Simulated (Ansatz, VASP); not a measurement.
## Two plane-wave programs on Si2B3

```
Si B
1.0
    -1.73704    1.73704    4.54115
     1.73704   -1.73704    4.54115
     1.73704    1.73704   -4.54115
Si B
2 3
Direct
  0.75000 0.25000 0.50000
  0.25000 0.75000 0.50000
  0.50000 0.00000 0.50000
  0.00000 0.50000 0.50000
  0.00000 0.00000 0.00000
```

Alike in both runs: functional PBE; k mesh 5 × 5 × 5; occupations gaussian, width 0.2 eV; no spin polarisation.

Ansatz relaxed the structure, and its values are those at the end. VASP's run is a single point on that final structure, the one shown.

```csv
,VASP,Ansatz
version,VASP 6.6.1,Ansatz 0.2.0
potentials or method,"VASP PAW PBE potentials, release 64 (Si, B), cutoff 500 eV","scalar-relativistic, plane waves, PAW"
valence electrons in the cell,17,17
```

|  | VASP | Ansatz | Ansatz less VASP |
| --- | --- | --- | --- |
| gap on the k mesh at the Fermi level (eV) | none | none | - |
| pressure (GPa) | 0.3 | 0.4 | +0.04 |

A gap of «none» marks a metal or a gap that the smearing closes.

The k mesh is coarse, so the values compare programs but aren't converged.
